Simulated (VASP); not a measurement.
InMo6S12, 19 atoms in the cell. The cell holds a slab with vacuum, 19 atoms: a = 5.517 Å, b = 13.558 Å, c = 15.325 Å, α = 90.00°, β = 90.00°, γ = 101.74°. 

```yaml
Program: VASP 6.6.1
Task: single point
Functional: PBE
Dispersion: D3(BJ)
Potentials_or_basis: VASP PAW PBE potentials, release 64 (Mo_sv, S, In_d)
Cutoff: 400 eV
k_mesh: 3 × 1 × 1
Occupations: gaussian, width 0.05 eV
Spin: collinear spin
Starting_moments: "[0.0, 0.0, 0.0, 0.0, 0.0, 0.0, 0.0, 0.0, 0.0, 0.0, 0.0, 0.0, 0.0, 0.0, 0.0, 0.0, 0.0, 0.0, 1.0] μB"
Dipole_correction: no
Further_INCAR_settings: ALGO = Normal; EDIFF = 1e-06; NBANDS = 104; NELMDL = -8
```

Potentials or basis: VASP PAW PBE potentials, release 64 (Mo_sv, S, In_d).

Run with:

```console
$ cat potpaw_PBE.64/Mo_sv/POTCAR potpaw_PBE.64/S/POTCAR potpaw_PBE.64/In_d/POTCAR > POTCAR
$ mpirun -np 1 vasp_std > vasp.out
```

Hardware: 1 thread of Intel Xeon 8259CL, with other jobs on the host.

Task: Estimate the wall time of this run.

Result: It took 41 min on 1 thread of Intel Xeon 8259CL, on a shared host, peak memory 1.1 GiB. Counts: scf iterations 35, k points 2.
